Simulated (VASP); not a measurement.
# ZrB (Fm-3m) in VASP: notebook

ZrB is run at these levels: PBEsol; tasks: single point, relaxation of cell and atoms.

All numbers are computed with VASP 6.6.1; they aren't measurements. Logs are shortened: lines on timing, memory, paths and dates and some standing lists are left out, and cuts for length are marked.

### 1 The cell of the first run

It takes space group Fm-3m (No. 225, cubic). Conventional cell: a = 4.817 Å, b = 4.817 Å, c = 4.817 Å, α = 90.00°, β = 90.00°, γ = 90.00°. Within 3.2 Å of Zr (site symmetry m-3m) lie 6 B at 2.41 Å. Within 3.2 Å of B (site symmetry m-3m) lie 6 Zr at 2.41 Å.

### 2 Single point, PBEsol

Input file INCAR:

```
  PREC = Accurate
  ENCUT = 520
  EDIFF = 1E-7
  ISMEAR = 0
  SIGMA = 0.1
  LREAL = False
  LASPH = True
  NELM = 80
  ALGO = Normal
  ISIF = 2
  LWAVE = False
  LCHARG = False
  GGA = PS
  NBANDS = 14
```

Input file KPOINTS:

```
regular mesh
0
Gamma
  14 14 14
```

Input file POSCAR:

```
ZrB
1.0
    0.0000000000      2.4082651855      2.4082651855
    2.4082651855      0.0000000000      2.4082651855
    2.4082651855      2.4082651855      0.0000000000
Zr B
1 1
Direct
    0.0000000000      0.0000000000      0.0000000000
    0.5000000000      0.5000000000      0.5000000000
```

Potentials or basis: VASP PAW PBE potentials, release 64 (Zr_sv, B).

On the command line:

```console
$ cat potpaw_PBE.64/Zr_sv/POTCAR potpaw_PBE.64/B/POTCAR > POTCAR
$ mpirun -np 1 vasp_std > vasp.out
```

OUTCAR:

```text
PREC = Accurate
   ENCUT = 520
   EDIFF = 1E-7
   ISMEAR = 0
   LREAL = False
   LASPH = True
   NELM = 80
   ISIF = 2
   GGA = PS

 ion  position               nearest neighbor table
   1  0.000  0.000  0.000-   2 2.41   2 2.41   2 2.41   2 2.41   2 2.41   2 2.41
   2  0.500  0.500  0.500-   1 2.41   1 2.41   1 2.41   1 2.41   1 2.41   1 2.41

  LATTYP: Found a face centered cubic cell.
 ALAT       =     4.8165303710

  Lattice vectors:

 A1 = (   0.0000000000,   2.4082651855,   2.4082651855)
 A2 = (   2.4082651855,   0.0000000000,   2.4082651855)
 A3 = (   2.4082651855,   2.4082651855,   0.0000000000)

Analysis of symmetry for initial positions (statically):
=====================================================================
 Subroutine PRICEL returns:
 Original cell was already a primitive cell.

 Routine SETGRP: Setting up the symmetry group for a
 face centered cubic supercell.

 Subroutine GETGRP returns: Found 48 space group operations
 (whereof 48 operations were pure point group operations)
 out of a pool of 48 trial point group operations.

The static configuration has the point symmetry O_h .

Analysis of symmetry for dynamics (positions and initial velocities):
=====================================================================
 Subroutine PRICEL returns:
 Original cell was already a primitive cell.

 Routine SETGRP: Setting up the symmetry group for a
 face centered cubic supercell.

 Subroutine GETGRP returns: Found 48 space group operations
 (whereof 48 operations were pure point group operations)
 out of a pool of 48 trial point group operations.

The dynamic configuration has the point symmetry O_h .

 Subroutine INISYM returns: Found 48 space group operations
 (whereof 48 operations are pure point group operations),
 and found     1 'primitive' translations

----------------------------------------------------------------------------------------

                                     Primitive cell

  volume of cell :      27.9346

  direct lattice vectors                    reciprocal lattice vectors
     0.000000000  2.408265185  2.408265185    -0.207618332  0.207618332  0.207618332
     2.408265185  0.000000000  2.408265185     0.207618332 -0.207618332  0.207618332
     2.408265185  2.408265185  0.000000000     0.207618332  0.207618332 -0.207618332

  length of vectors
     3.405801287  3.405801287  3.405801287     0.359605499  0.359605499  0.359605499

  position of ions in fractional coordinates (direct lattice)
     0.000000000  0.000000000  0.000000000
     0.500000000  0.500000000  0.500000000

  ion indices of the primitive-cell ions
   primitive index   ion index
                 1           1
                 2           2

----------------------------------------------------------------------------------------

 KPOINTS: regular mesh

Automatic generation of k-mesh.
 Grid dimensions read from file:
 generate k-points for:   14   14   14

 Generating k-lattice:

  Cartesian coordinates                     Fractional coordinates (reciprocal lattice)
    -0.014829881  0.014829881  0.014829881     0.071428571  0.000000000  0.000000000
     0.014829881 -0.014829881  0.014829881     0.000000000  0.071428571  0.000000000
     0.014829881  0.014829881 -0.014829881     0.000000000  0.000000000  0.071428571

  Length of vectors
     0.025686107  0.025686107  0.025686107

  Shift w.r.t. Gamma in fractional coordinates (k-lattice)
     0.000000000  0.000000000  0.000000000

 Subroutine IBZKPT returns following result:
 ===========================================

 Found    104 irreducible k-points:

 Following reciprocal coordinates:
            Coordinates               Weight
  0.000000  0.000000  0.000000      1.000000
  0.071429  0.000000  0.000000      8.000000
  0.142857  0.000000  0.000000      8.000000
  0.214286  0.000000  0.000000      8.000000
  0.285714  0.000000  0.000000      8.000000
  0.357143  0.000000  0.000000      8.000000
[... 16 lines left out ...]
  0.214286  0.142857  0.000000     24.000000
  0.285714  0.142857  0.000000     24.000000
 [... further k-points ...]
   k-points           NKPTS =    104   k-points in BZ     NKDIM =    104   number of bands    NBANDS=     14
   number of dos      NEDOS =    301   number of ions     NIONS =      2
   total plane-waves  NPLWV =  21952
   dimension x,y,z NGX =    28 NGY =   28 NGZ =   28
   dimension x,y,z NGXF=    56 NGYF=   56 NGZF=   56
   ions per type =               1   1
   NGX,Y,Z   is equivalent  to a cutoff of  13.67, 13.67, 13.67 a.u.
   NGXF,Y,Z  is equivalent  to a cutoff of  27.34, 27.34, 27.34 a.u.
 SYSTEM =  unknown system
   PREC   = accura    normal or accurate (medium, high low for compatibility)
   ISTART =      0    job   : 0-new  1-cont  2-samecut
   ICHARG =      2    charge: 1-file 2-atom 10-const
   ISPIN  =      1    spin polarized calculation?
   LNONCOLLINEAR =      F non collinear calculations
   LSORBIT =      F    spin-orbit coupling
   LASPH  =      T    aspherical Exc in radial PAW
   ENCUT  =  520.0 eV  38.22 Ry    6.18 a.u.   6.33  6.33  6.33*2*pi/ulx,y,z
   NELM   =     80;   NELMIN=  2; NELMDL= -5     # of ELM steps
   EDIFF  = 0.1E-06   stopping-criterion for ELM
   LREAL  =      F    real-space projection
   EDIFFG = 0.1E-05   stopping-criterion for IOM
   NSW    =      0    number of steps for IOM
   IBRION =     -1    ionic relax: 0-MD 1-quasi-New 2-CG
   NFREE  =      0    steps in history (QN), initial steepest desc. (CG)
   ISIF   =      2    stress and relaxation
   ISYM   =      2    0-nonsym 1-usesym 2-fastsym
   POTIM  = 0.5000    time-step for ionic-motion
   TEBEG  =    0.0;   TEEND  =   0.0 temperature during run
   PSTRESS=    0.0 pullay stress
   NELECT =      15.0000    total number of electrons
   NUPDOWN=      -1.0000    fix difference up-down
   EMIN   =  10.00;   EMAX   =-10.00  energy-range for DOS
   EFERMI =   0.00;   METHOD = LEGACY
   ISMEAR =     0;   SIGMA  =   0.10  broadening in eV -4-tet -1-fermi 0-gaus
   EFERMI_NEDOS =   21; number of points for ismear=-14 and -15
   IALGO  =     38    algorithm
   IMIX   =      4    mixing-type and parameters
     AMIX     =   0.40;   BMIX     =  1.00
     AMIX_MAG =   1.60;   BMIX_MAG =  1.00
  volume/ion in A,a.u.               =      13.97        94.26
  Fermi-wavevector in a.u.,A,eV,Ry     =   1.330631  2.514528 24.090185  1.770579
  Thomas-Fermi vector in A             =   2.459703
   LORBIT       =      0    0 simple, 1 ext, 2 COOP (PROOUT), +10 PAW based schemes
   GGA     = PS    functional components
   LHFCALC =     F    Hartree Fock is set to
   AEXX    =    0.0000 exact exchange contribution
   IVDW    =     0    specifies the selected vdW correction
   LEPSILON=     F    determine dielectric tensor
   LRPA    =     F    only Hartree local field effects (RPA)
 non-spin polarized calculation
 Gauss-broadening in eV      SIGMA  =   0.10
  energy-cutoff  :      520.00
  volume of cell :       27.93
 maximum number of plane-waves:       763
 NGX is ok and might be reduce to    28
   NGX = 13   NGY = 13   NGZ = 13

 number of electron      15.0000000 magnetization

 Free energy of the ion-electron system (eV)
  ---------------------------------------------------
  ext. energy  EPLUGINS =         0.00000000
  ---------------------------------------------------
  free energy    TOTEN  =       -16.90853313 eV

  energy without entropy =      -16.90242886  energy(sigma->0) =      -16.90548100

 E-fermi :   7.8526     XC(G=0): -11.8347

 val. band max:        7.8491369288   @ k =   0.3571   0.1429   0.0000
 cond. band min:       7.8626129977   @ k =  -0.1429   0.1429   0.0000
 fundamental gap:      0.0134760689
 Fermi energy:         7.8526186243

 k-point     1 :       0.0000    0.0000    0.0000
  band No.  band energies     occupation
      1     -39.2652      2.00000
      2     -17.1006      2.00000
      3     -17.1006      2.00000
      4     -17.1006      2.00000
      5      -0.2791      2.00000
      6       9.6330      0.00000
      7       9.6330      0.00000
      8       9.6330      0.00000
      9      11.1798      0.00000
     10      11.1798      0.00000
     11      11.4454      0.00000
     12      11.4454      0.00000
     13      11.4454      0.00000
     14      18.6484      0.00000

 k-point     2 :       0.0714    0.0000    0.0000
  band No.  band energies     occupation
      1     -39.2615      2.00000
      2     -17.1356      2.00000
      3     -17.1040      2.00000
      4     -17.1040      2.00000
      5      -0.1564      2.00000
      6       9.2403      0.00000
      7       9.5596      0.00000
      8       9.5596      0.00000
      9      10.3626      0.00000
     10      10.3626      0.00000
     11      11.6287      0.00000
     12      12.5796      0.00000
     13      12.5796      0.00000
     14      18.9477      0.00000

 k-point     3 :       0.1429    0.0000    0.0000
  band No.  band energies     occupation
      1     -39.2511      2.00000
      2     -17.2326      2.00000
      3     -17.1136      2.00000
      4     -17.1136      2.00000
      5       0.1988      2.00000
      6       8.4074      0.00000
      7       8.9087      0.00000
      8       8.9087      0.00000
      9      10.3394      0.00000
     10      10.3394      0.00000
     11      11.9200      0.00000
     12      13.9698      0.00000
     13      13.9698      0.00000
     14      19.7236      0.00000
[... 324 lines left out ...]
 k-point    23 :       0.2143    0.1429    0.0000
  band No.  band energies     occupation
      1     -39.2350      2.00000
      2     -17.3112      2.00000
      3     -17.1661      2.00000
      4     -17.1587      2.00000
      5       0.7145      2.00000
      6       7.2030      2.00000
      7       8.3261      0.00000
      8       8.9795      0.00000
      9       9.5244      0.00000
     10      11.5240      0.00000
     11      13.0100      0.00000
     12      13.5193      0.00000
     13      15.8899      0.00000
     14      20.8163      0.00000

 k-point    24 :       0.2857    0.1429    0.0000
  band No.  band energies     occupation
      1     -39.2203      2.00000
      2     -17.4337      2.00000
      3     -17.1855      2.00000
      4     -17.1744      2.00000
      5       1.2492      2.00000
      6       6.5345      2.00000
      7       7.6796      1.98558
      8       8.4278      0.00000
      9       9.9894      0.00000
     10      11.9334      0.00000
     11      13.2775      0.00000
     12      14.6771      0.00000
     13      17.0501      0.00000
     14      20.5606      0.00000

 [... further k-points ...]

------------------------ aborting loop because EDIFF is reached ----------------------------------------

  FORCE on cell =-STRESS in cart. coord.  units (eV):
  Direction    XX          YY          ZZ          XY          YZ          ZX
  --------------------------------------------------------------------------------------
  -------------------------------------------------------------------------------------
  Total        0.9216863      0.9216863      0.9216863     -0.0000000      0.0000000     -0.0000000
  in kB       52.8628744     52.8628744     52.8628744     -0.0000000      0.0000000     -0.0000000
  external PRESSURE =      52.8628744 kB  Pullay stress =       0.0000000 kB

 VOLUME and BASIS-vectors are now :
 -----------------------------------------------------------------------------
  energy-cutoff  :      520.00
  volume of cell :       27.93
      direct lattice vectors                 reciprocal lattice vectors
     0.000000000  2.408265185  2.408265185    -0.207618332  0.207618332  0.207618332
     2.408265185  0.000000000  2.408265185     0.207618332 -0.207618332  0.207618332
     2.408265185  2.408265185  0.000000000     0.207618332  0.207618332 -0.207618332

 POSITION                                       TOTAL-FORCE (eV/Angst)
 -----------------------------------------------------------------------------------
      0.00000      0.00000      0.00000         0.000000      0.000000      0.000000
      2.40827      2.40827      2.40827        -0.000000     -0.000000     -0.000000
 -----------------------------------------------------------------------------------
    total drift:                               -0.000000      0.000000      0.000000

  FREE ENERGIE OF THE ION-ELECTRON SYSTEM (eV)
  ---------------------------------------------------
  free  energy   TOTEN  =       -16.9085331292 eV

  energy  without entropy=      -16.9024288640  energy(sigma->0) =      -16.90548100
```

Run time: 56 s. Hardware: 1 thread of Intel Xeon 8259CL, shared host; peak memory 0.19 GiB.

Results:

* Free energy: -16.9085 eV
* Pressure: 5.3 GPa
* Band gap on the k mesh: zero (an odd number of electrons rules out a gap without spin polarisation)

Caveat: the cell stands under pressure; the PAW data sets were made with another functional, which shifts forces and pressure a little.

(Part 1 of 3 ends here.)
